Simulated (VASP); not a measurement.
The system is In2GaN.

```
In Ga N
1.0
     2.08992    1.20662    5.90526
    -2.08992    1.20662    5.90526
     0.00000   -2.41324    5.90526
In Ga N
2 1 1
Cartesian
  0.0000 0.0000 2.3252
  0.0000 0.0000 15.3906
  0.0000 0.0000 8.8579
  0.0000 0.0000 0.0000
```

The cell was built from a structure type or drawn by symmetry, and may not be a known phase.

Base run:

| Quantity | Value |
| --- | --- |
| Program | VASP 6.6.1 |
| Functional | PBE |
| Potentials or basis | VASP PAW PBE potentials, release 64 (In_d, Ga_d, N) |
| Cutoff | 520 eV |
| k mesh | 6 × 6 × 6 |
| Occupations | gaussian, width 0.1 eV |
| Spin | no spin polarisation |

Its results: pressure 18.6 GPa; largest force 5.482 eV/Å.

Problem. The run is repeated on the same cell with these changes: spin from no spin polarisation to collinear spin, ferromagnetic start; further incar settings from ALGO = Normal; EDIFF = 1e-06; NBANDS = 30 to ALGO = Normal; EDIFF = 1e-06; NBANDS = 34. What comes out?

Solution. Pressure 20.1 GPa; net moment 1.43 μB per cell; site moments In -0.01; Ga +0.01; N +0.97 μB; largest force 4.787 eV/Å.

Caveats: the cell stands under pressure; forces of over 1 eV/Å act on the atoms, so gaps and moduli don't describe the material at rest.
